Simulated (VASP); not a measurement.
# RbCl (Fm-3m) in VASP: a series of runs, part 2 of 2

VASP 6.6.1. The steps go on from the part before.

## 3. Single point, PBE

Input file INCAR:

```
SYSTEM = RbCl
  PREC = Accurate
  ENCUT = 500
  EDIFF = 1E-6
  ISMEAR = 0
  SIGMA = 0.01
  LREAL = .FALSE.
  LASPH = .TRUE.
  NELM = 120
  ALGO = Normal
  ISIF = 2
  LWAVE = .FALSE.
  LCHARG = .FALSE.
  GGA = PE
  NBANDS = 15
  GGA_COMPAT = .FALSE.
```

Input file KPOINTS:

```
regular mesh
0
G
  4 4 4
  0 0 0
```

Input file POSCAR:

```
RbCl
1.0
    0.0000000000      3.3057264191      3.3057264191
    3.3057264191      0.0000000000      3.3057264191
    3.3057264191      3.3057264191      0.0000000000
Rb Cl
1 1
Direct
    0.0000000000      0.0000000000      0.0000000000
    0.5000000000      0.5000000000      0.5000000000
```

Potentials or basis: VASP PAW PBE potentials, release 64 (Rb_sv, Cl).

Launch:

```sh
$ cat potpaw_PBE.64/Rb_sv/POTCAR potpaw_PBE.64/Cl/POTCAR > POTCAR
$ mpirun -np 1 vasp_std > vasp.out
```

OUTCAR:

```text
SYSTEM = RbCl
   PREC = Accurate
   ENCUT = 500
   EDIFF = 1E-6
   ISMEAR = 0
   LREAL = .FALSE.
   LASPH = .TRUE.
   NELM = 120
   ISIF = 2
   GGA = PE

 ion  position               nearest neighbor table
   1  0.000  0.000  0.000-   2 3.31   2 3.31   2 3.31   2 3.31   2 3.31   2 3.31
   2  0.500  0.500  0.500-   1 3.31   1 3.31   1 3.31   1 3.31   1 3.31   1 3.31

  LATTYP: Found a face centered cubic cell.
 ALAT       =     6.6114528382

  Lattice vectors:

 A1 = (   0.0000000000,   3.3057264191,   3.3057264191)
 A2 = (   3.3057264191,   0.0000000000,   3.3057264191)
 A3 = (   3.3057264191,   3.3057264191,   0.0000000000)

Analysis of symmetry for initial positions (statically):
=====================================================================
 Subroutine PRICEL returns:
 Original cell was already a primitive cell.

 Routine SETGRP: Setting up the symmetry group for a
 face centered cubic supercell.

 Subroutine GETGRP returns: Found 48 space group operations
 (whereof 48 operations were pure point group operations)
 out of a pool of 48 trial point group operations.

The static configuration has the point symmetry O_h .

Analysis of symmetry for dynamics (positions and initial velocities):
[... 161 lines left out ...]
     10       6.0556      0.00000
     11       6.0556      0.00000
     12       6.0556      0.00000
     13       7.0301      0.00000
     14       7.0301      0.00000
[... 113 lines left out ...]
      2     -13.8986      2.00000
      3     -10.1031      2.00000
      4     -10.1031      2.00000
      5      -9.9227      2.00000
      6      -2.3576      2.00000
      7      -2.1675      2.00000
      8      -2.1675      2.00000
      9       5.7243      0.00000
     10       5.7243      0.00000
     11       7.3566      0.00000
     12       7.3692      0.00000
     13       9.5215      0.00000
     14       9.7722      0.00000
     15      10.2870      0.00000

------------------------ aborting loop because EDIFF is reached ----------------------------------------

  FORCE on cell =-STRESS in cart. coord.  units (eV):
  Direction    XX          YY          ZZ          XY          YZ          ZX
  --------------------------------------------------------------------------------------
  -------------------------------------------------------------------------------------
  Total        0.2775502      0.2775502      0.2775502      0.0000000      0.0000000     -0.0000000
  in kB        6.1549060      6.1549060      6.1549060      0.0000000      0.0000000     -0.0000000
  external PRESSURE =       6.1549060 kB  Pullay stress =       0.0000000 kB

 VOLUME and BASIS-vectors are now :
 -----------------------------------------------------------------------------
  energy-cutoff  :      500.00
  volume of cell :       72.25
      direct lattice vectors                 reciprocal lattice vectors
     0.000000000  3.305726419  3.305726419    -0.151252686  0.151252686  0.151252686
     3.305726419  0.000000000  3.305726419     0.151252686 -0.151252686  0.151252686
     3.305726419  3.305726419  0.000000000     0.151252686  0.151252686 -0.151252686

 POSITION                                       TOTAL-FORCE (eV/Angst)
 -----------------------------------------------------------------------------------
      0.00000      0.00000      0.00000         0.000000      0.000000     -0.000000
      3.30573      3.30573      3.30573        -0.000000     -0.000000      0.000000
 -----------------------------------------------------------------------------------
    total drift:                                0.000000      0.000000      0.000000

  FREE ENERGIE OF THE ION-ELECTRON SYSTEM (eV)
  ---------------------------------------------------
  free  energy   TOTEN  =        -6.6697620454 eV

  energy  without entropy=       -6.6697620454  energy(sigma->0) =       -6.66976205
```

OSZICAR:

```text
N       E                     dE             d eps       ncg     rms          rms(c)
DAV:   1     0.829575600651E+02    0.82958E+02   -0.67779E+03   240   0.892E+02
DAV:   2    -0.117257741342E+01   -0.84130E+02   -0.77897E+02   319   0.170E+02
DAV:   3    -0.688500079271E+01   -0.57124E+01   -0.56885E+01   317   0.451E+01
DAV:   4    -0.703573980276E+01   -0.15074E+00   -0.15072E+00   352   0.736E+00
DAV:   5    -0.703653070076E+01   -0.79090E-03   -0.79083E-03   331   0.583E-01    0.312E+00
DAV:   6    -0.667654932713E+01    0.35998E+00   -0.51186E-01   303   0.344E+00    0.238E+00
DAV:   7    -0.665394421573E+01    0.22605E-01   -0.12494E-01   317   0.184E+00    0.143E+00
DAV:   8    -0.666801906510E+01   -0.14075E-01   -0.16631E-02   302   0.804E-01    0.173E-01
DAV:   9    -0.666910278519E+01   -0.10837E-02   -0.15203E-03   317   0.203E-01    0.103E-01
DAV:  10    -0.666974016466E+01   -0.63738E-03   -0.56195E-04   254   0.148E-01    0.156E-02
DAV:  11    -0.666975493309E+01   -0.14768E-04   -0.24896E-05   310   0.310E-02    0.961E-03
DAV:  12    -0.666976196817E+01   -0.70351E-05   -0.13167E-05   254   0.220E-02    0.306E-03
DAV:  13    -0.666976204536E+01   -0.77192E-07   -0.17900E-07   274   0.301E-03
   1 F= -.66697620E+01 E0= -.66697620E+01  d E =-.231016E-33
```

Run time: 14 s. Hardware: 1 thread of AMD EPYC 7R13, shared host; peak memory 0.17 GiB.

What came out:

- Free energy: -6.6698 eV
- Pressure: 0.6 GPa
- Band gap on the k mesh: 4.95 eV

Levels at points of the mesh, in eV from the valence-band top:
| k point | band 5 | band 6 | band 7 | band 8 | band 9 | band 10 | band 11 | band 12 |
| --- | --- | --- | --- | --- | --- | --- | --- | --- |
| (0.00, 0.00, 0.00) | -8.00 | 0.00 | 0.00 | 0.00 | 4.95 | 7.98 | 7.98 | 7.98 |
| (0.50, 0.00, 0.00) | -7.98 | -0.84 | -0.33 | -0.33 | 7.70 | 7.92 | 10.10 | 10.10 |
| (0.50, 0.50, 0.00) | -8.10 | -0.32 | -0.10 | -0.10 | 6.22 | 8.00 | 9.64 | 10.04 |
